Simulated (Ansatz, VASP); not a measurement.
## PbO in VASP and in Ansatz

```
Pb O
1.0
     5.79658    0.00000    0.00000
     0.00000    5.40199    0.00000
     0.00000    0.00000    4.67890
Pb O
4 4
Cartesian
  4.4576 2.7766 1.1697
  1.3390 2.6254 3.5092
  4.4576 5.3264 3.5092
  1.3390 0.0756 1.1697
  0.7651 3.1440 1.1697
  5.0314 2.2580 3.5092
  0.7651 4.9590 3.5092
  5.0314 0.4430 1.1697
```

Change from the starting cell: volume scaled by 0.96.

Alike in both runs: task single point; functional PBE; k mesh 5 × 5 × 6; occupations fermi-dirac, width 0.05 eV; no spin polarisation.

|  | VASP | Ansatz |
| --- | --- | --- |
| version | VASP 6.6.1 | Ansatz 0.2.0 |
| potentials or method | VASP PAW PBE potentials, release 64 (Pb_d, O), cutoff 520 eV | all-electron LAPW, scalar-relativistic |

|  | VASP | Ansatz | Ansatz less VASP |
| --- | --- | --- | --- |
| gap on the k mesh at the Fermi level (eV) | 2.00 | 2.00 | +0.005 |
| least direct gap on the mesh (eV) | 2.19 | 2.20 | +0.003 |
| pressure (GPa) | 6.4 | 6.3 | -0.04 |
| traceless stress, the component that is largest in VASP (GPa) | 5.53 | 5.36 | -0.172 |
| rms of the force components (eV/Å) | 0.672 | 0.654 | -0.0178 |

Atom by atom the forces differ by 0.022 eV/Å (rms over components). Ansatz ran all-electron here, and VASP with PAW potentials.

Neither program's run includes spin-orbit coupling.
